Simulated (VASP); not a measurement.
# Mg3Sb2 in VASP: single point with PBE

Aim: the single point of Mg3Sb2 with PBE.

Program: VASP 6.6.1. These are calculated values, not measurements. Logs are shortened: lines on timing, memory, paths and dates and some standing lists are left out, and cuts for length are marked.

### 1 The cell of the first run

The typed cell holds 5 atoms: a = 4.581 Å, b = 4.581 Å, c = 7.241 Å, α = 90.00°, β = 90.00°, γ = 60.00°.

### 2 Single point, PBE

Contents of POSCAR:

```
Mg3Sb2
1.0
    2.2904200000      3.9671200000      0.0000000000
   -2.2904200000      3.9671200000      0.0000000000
    0.0000000000      0.0000000000      7.2413940000
Mg Sb
3 2
Direct
    0.0000000000      0.0000000000      0.0000000000
    0.3333000000      0.3334000000      0.6300000000
    0.6667000000      0.6666000000      0.3700000000
    0.3333000000      0.3334000000      0.2350000000
    0.6667000000      0.6666000000      0.7650000000
```

Contents of INCAR.step1:

```
ALGO = Normal ; EDIFF = 1E-6
ENCUT = 520 ; GGA = PE
GGA_COMPAT = False ; ISIF = 2
ISMEAR = -1 ; LASPH = True
LCHARG = True ; LORBIT = 11
LREAL = False ; LWAVE = False
NBANDS = 16 ; NEDOS = 2001
NELM = 120 ; PREC = Accurate
SIGMA = 0.1
```

Contents of KPOINTS.step1:

```
k-points
0
Gamma
  9 9 5
```

Contents of INCAR.step2:

```
ALGO = Normal ; EDIFF = 1E-6
ENCUT = 520 ; GGA = PE
GGA_COMPAT = False ; ICHARG = 11
ISIF = 2 ; ISMEAR = -5
LASPH = True ; LCHARG = False
LORBIT = 11 ; LREAL = False
LWAVE = False ; NBANDS = 16
NEDOS = 1001 ; NELM = 120
PREC = Accurate ; SIGMA = 0.1
```

Contents of KPOINTS.step2:

```
k-points
0
Gamma
  14 14 8
```

Potentials or basis: VASP PAW PBE potentials, release 64 (Mg, Sb).

The run is started by

```console
> cat potpaw_PBE.64/Mg/POTCAR potpaw_PBE.64/Sb/POTCAR > POTCAR
> cp INCAR.step1 INCAR
> cp KPOINTS.step1 KPOINTS
> mpirun -np 1 vasp_std > vasp.out
> cp INCAR.step2 INCAR
> cp KPOINTS.step2 KPOINTS
> mpirun -np 1 vasp_std > vasp.out
```

OUTCAR:

```text
EDIFF = 1E-6
   ENCUT = 520
   GGA = PE
   ICHARG = 11
   ISIF = 2
   ISMEAR = -5
   LASPH = True
   LORBIT = 11
   LREAL = False
   NELM = 120
   PREC = Accurate

 ion  position               nearest neighbor table
   1  0.000  0.000  0.000-   5 3.14   4 3.14   5 3.15   4 3.15   5 3.15   4 3.15
   2  0.333  0.333  0.630-   5 2.82   5 2.82   5 2.82   4 2.86   3 3.25   3 3.25   3 3.25
   3  0.667  0.667  0.370-   4 2.82   4 2.82   4 2.82   5 2.86   2 3.25   2 3.25   2 3.25
   4  0.333  0.333  0.235-   3 2.82   3 2.82   3 2.82   2 2.86   1 3.14   1 3.15   1 3.15
   5  0.667  0.667  0.765-   2 2.82   2 2.82   2 2.82   3 2.86   1 3.14   1 3.15   1 3.15

  LATTYP: Found a hexagonal cell.
 ALAT       =     4.5808366999
 C/A-ratio  =     1.5808016034

  Lattice vectors:

 A1 = (   2.2904200000,  -3.9671200000,   0.0000000000)
 A2 = (   2.2904200000,   3.9671200000,   0.0000000000)
 A3 = (   0.0000000000,   0.0000000000,   7.2413940000)

Analysis of symmetry for initial positions (statically):
=====================================================================
 Subroutine PRICEL returns:
 Original cell was already a primitive cell.

 Routine SETGRP: Setting up the symmetry group for a
 hexagonal supercell.

 Subroutine GETGRP returns: Found  4 space group operations
 (whereof  4 operations were pure point group operations)
 out of a pool of 24 trial point group operations.

The static configuration has the point symmetry C_2h.

Analysis of symmetry for dynamics (positions and initial velocities):
=====================================================================
 Subroutine PRICEL returns:
 Original cell was already a primitive cell.

 Routine SETGRP: Setting up the symmetry group for a
 hexagonal supercell.

 Subroutine GETGRP returns: Found  4 space group operations
 (whereof  4 operations were pure point group operations)
 out of a pool of 24 trial point group operations.

The dynamic configuration has the point symmetry C_2h.

 Subroutine INISYM returns: Found  4 space group operations
 (whereof  4 operations are pure point group operations),
 and found     1 'primitive' translations

----------------------------------------------------------------------------------------

                                     Primitive cell

  volume of cell :     131.5960

  direct lattice vectors                    reciprocal lattice vectors
     2.290420000  3.967120000  0.000000000     0.218300574  0.126036016  0.000000000
    -2.290420000  3.967120000  0.000000000    -0.218300574  0.126036016  0.000000000
     0.000000000  0.000000000  7.241394000     0.000000000  0.000000000  0.138094958

  length of vectors
     4.580836700  4.580836700  7.241394000     0.252071851  0.252071851  0.138094958

  position of ions in fractional coordinates (direct lattice)
     0.000000000  0.000000000  0.000000000
     0.333300000  0.333400000  0.630000000
     0.666700000  0.666600000  0.370000000
     0.333300000  0.333400000  0.235000000
     0.666700000  0.666600000  0.765000000

  ion indices of the primitive-cell ions
   primitive index   ion index
                 1           1
                 2           2
                 3           3
                 4           4
                 5           5

----------------------------------------------------------------------------------------

 KPOINTS: k-points

Automatic generation of k-mesh.
 Grid dimensions read from file:
 generate k-points for:   14   14    8

 Generating k-lattice:

  Cartesian coordinates                     Fractional coordinates (reciprocal lattice)
     0.015592898  0.009002573  0.000000000     0.071428571 -0.000000000  0.000000000
    -0.015592898  0.009002573  0.000000000    -0.000000000  0.071428571  0.000000000
     0.000000000  0.000000000  0.017261870     0.000000000  0.000000000  0.125000000

  Length of vectors
     0.018005132  0.018005132  0.017261870

  Shift w.r.t. Gamma in fractional coordinates (k-lattice)
     0.000000000  0.000000000  0.000000000

 TETIRR: Found   4702 inequivalent tetrahedra from     9408

 Subroutine IBZKPT returns following result:
 ===========================================

 Found    429 irreducible k-points:

 Following reciprocal coordinates:
            Coordinates               Weight
  0.000000  0.000000  0.000000      1.000000
  0.071429 -0.000000  0.000000      4.000000
 -0.000000  0.071429  0.000000      2.000000
  0.142857 -0.000000  0.000000      4.000000
 -0.000000  0.142857  0.000000      2.000000
  0.214286 -0.000000  0.000000      4.000000
[... 16 lines left out ...]
 -0.071429  0.214286  0.000000      4.000000
  0.357143  0.071429  0.000000      4.000000
 [... further k-points ...]
   k-points           NKPTS =    429   k-points in BZ     NKDIM =    429   number of bands    NBANDS=     16
   number of dos      NEDOS =   1001   number of ions     NIONS =      5
   total plane-waves  NPLWV =  69984
   dimension x,y,z NGX =    36 NGY =   36 NGZ =   54
   dimension x,y,z NGXF=    72 NGYF=   72 NGZF=  108
   ions per type =               3   2
   NGX,Y,Z   is equivalent  to a cutoff of  13.06, 13.06, 12.40 a.u.
   NGXF,Y,Z  is equivalent  to a cutoff of  26.13, 26.13, 24.79 a.u.
 SYSTEM =  unknown system
   PREC   = accura    normal or accurate (medium, high low for compatibility)
   ISTART =      0    job   : 0-new  1-cont  2-samecut
   ICHARG =     11    charge: 1-file 2-atom 10-const
   ISPIN  =      1    spin polarized calculation?
   LNONCOLLINEAR =      F non collinear calculations
   LSORBIT =      F    spin-orbit coupling
   LASPH  =      T    aspherical Exc in radial PAW
   ENCUT  =  520.0 eV  38.22 Ry    6.18 a.u.   8.52  8.52 13.46*2*pi/ulx,y,z
   NELM   =    120;   NELMIN=  2; NELMDL=  0     # of ELM steps
   EDIFF  = 0.1E-05   stopping-criterion for ELM
   LREAL  =      F    real-space projection
[... 7 lines left out ...]
   TEBEG  =    0.0;   TEEND  =   0.0 temperature during run
   PSTRESS=    0.0 pullay stress
   NELECT =      16.0000    total number of electrons
   NUPDOWN=      -1.0000    fix difference up-down
   EMIN   =  10.00;   EMAX   =-10.00  energy-range for DOS
   EFERMI =   0.00;   METHOD = LEGACY
   ISMEAR =    -5;   SIGMA  =   0.10  broadening in eV -4-tet -1-fermi 0-gaus
   EFERMI_NEDOS =   21; number of points for ismear=-14 and -15
   IALGO  =     38    algorithm
   IMIX   =      4    mixing-type and parameters
     AMIX     =   0.40;   BMIX     =  1.00
     AMIX_MAG =   1.60;   BMIX_MAG =  1.00
  volume/ion in A,a.u.               =      26.32       177.61
  Fermi-wavevector in a.u.,A,eV,Ry     =   0.811024  1.532614  8.949377  0.657761
  Thomas-Fermi vector in A             =   1.920308
   LORBIT       =     11    0 simple, 1 ext, 2 COOP (PROOUT), +10 PAW based schemes
   GGA     = PE    functional components
   LHFCALC =     F    Hartree Fock is set to
   AEXX    =    0.0000 exact exchange contribution
   IVDW    =     0    specifies the selected vdW correction
   LEPSILON=     F    determine dielectric tensor
   LRPA    =     F    only Hartree local field effects (RPA)
 non-spin polarized calculation
 Fermi weights with tetrahedron method with Bloechl corrections
  energy-cutoff  :      520.00
  volume of cell :      131.60
 maximum number of plane-waves:      3590
 NGX is ok and might be reduce to    36

 number of electron      15.9999999 magnetization

 Free energy of the ion-electron system (eV)
  ---------------------------------------------------
  ext. energy  EPLUGINS =         0.00000000
  ---------------------------------------------------
  free energy    TOTEN  =       -14.60783792 eV

  energy without entropy =      -14.60783792  energy(sigma->0) =      -14.60783792

 E-fermi :   4.3482     XC(G=0):  -8.7671

 val. band max:        4.3450165192   @ k =   0.0000   0.0000   0.0000
 cond. band min:       4.5520763214   @ k =   0.4286   0.4286   0.3750
 fundamental gap:      0.2070598022
 Fermi energy:         4.3481905898

 k-point     1 :       0.0000    0.0000    0.0000
  band No.  band energies     occupation
      1      -5.8632      2.00000
      2      -4.6463      2.00000
      3      -0.4893      2.00000
      4       3.3102      2.00000
      5       3.3114      2.00000
      6       4.0301      2.00000
[... 8 lines left out ...]
     15       8.5091      0.00000
     16       9.4535      0.00000

 k-point     2 :       0.0714   -0.0000    0.0000
  band No.  band energies     occupation
      1      -5.8283      2.00000
      2      -4.6254      2.00000
      3      -0.4453      2.00000
      4       2.9393      2.00000
      5       3.2048      2.00000
      6       3.6463      2.00000
[... 8 lines left out ...]
     15       8.5374      0.00000
     16       9.0070      0.00000

 k-point     3 :      -0.0000    0.0714    0.0000
  band No.  band energies     occupation
      1      -5.8283      2.00000
      2      -4.6254      2.00000
      3      -0.4453      2.00000
      4       2.9400      2.00000
      5       3.2040      2.00000
      6       3.6464      2.00000
[... 8 lines left out ...]
     15       8.5376      0.00000
     16       9.0063      0.00000
[... 362 lines left out ...]
 k-point    23 :      -0.0714    0.2143    0.0000
  band No.  band energies     occupation
      1      -5.4370      2.00000
      2      -4.4297      2.00000
      3       0.0642      2.00000
      4       1.1066      2.00000
      5       1.7707      2.00000
      6       2.5817      2.00000
[... 8 lines left out ...]
     15       9.4348      0.00000
     16       9.6951      0.00000

 k-point    24 :       0.3571    0.0714    0.0000
  band No.  band energies     occupation
      1      -5.2095      2.00000
      2      -4.3594      2.00000
      3       0.3215      2.00000
      4       0.5860      2.00000
      5       1.3025      2.00000
      6       2.2591      2.00000
[... 8 lines left out ...]
     15       9.5059      0.00000
     16      10.4929      0.00000

 [... further k-points ...]

------------------------ aborting loop because EDIFF is reached ----------------------------------------

  FORCE on cell =-STRESS in cart. coord.  units (eV):
  Direction    XX          YY          ZZ          XY          YZ          ZX
  --------------------------------------------------------------------------------------
  -------------------------------------------------------------------------------------
  Total        0.6371563      0.6423219      1.2568206      0.0044746      0.0017999     -0.0031175
  in kB        7.7573592      7.8202501     15.3017547      0.0544781      0.0219136     -0.0379555
  external PRESSURE =      10.2931214 kB  Pullay stress =       0.0000000 kB

 VOLUME and BASIS-vectors are now :
 -----------------------------------------------------------------------------
  energy-cutoff  :      520.00
  volume of cell :      131.60
      direct lattice vectors                 reciprocal lattice vectors
     2.290420000  3.967120000  0.000000000     0.218300574  0.126036016  0.000000000
    -2.290420000  3.967120000  0.000000000    -0.218300574  0.126036016  0.000000000
     0.000000000  0.000000000  7.241394000     0.000000000  0.000000000  0.138094958

 POSITION                                       TOTAL-FORCE (eV/Angst)
 -----------------------------------------------------------------------------------
      0.00000      0.00000      0.00000         0.000000     -0.000000      0.000000
     -0.00023      2.64488      4.56208         0.001853     -0.001070      0.151407
      0.00023      5.28936      2.67932        -0.001853      0.001070     -0.151407
     -0.00023      2.64488      1.70173         0.001757     -0.001015     -0.499257
      0.00023      5.28936      5.53967        -0.001757      0.001015      0.499257
 -----------------------------------------------------------------------------------
    total drift:                               -0.000000      0.000000     -0.000000

  FREE ENERGIE OF THE ION-ELECTRON SYSTEM (eV)
  ---------------------------------------------------
  free  energy   TOTEN  =       -14.6078379178 eV

  energy  without entropy=      -14.6078379178  energy(sigma->0) =      -14.60783792

 total charge

# of ion       s       p       d       tot
------------------------------------------
    1        0.151   0.093   0.017   0.261
    2        0.185   0.138   0.024   0.347
    3        0.185   0.138   0.024   0.347
    4        1.118   1.422   0.012   2.552
    5        1.118   1.422   0.012   2.552
--------------------------------------------------
tot          2.756   3.213   0.090   6.059
```

Run time: 11 min. Hardware: 1 thread of Intel Xeon Platinum 8488C (Sapphire Rapids), shared host; peak memory 0.93 GiB.

What came out:

| Quantity | Value |
| --- | --- |
| Valence electrons inside the program's atomic spheres | Mg 0.26, 0.35 (each value once); Sb 2.55 |

Caveat: spin-orbit coupling is left out, which moves the levels of the heavy elements.
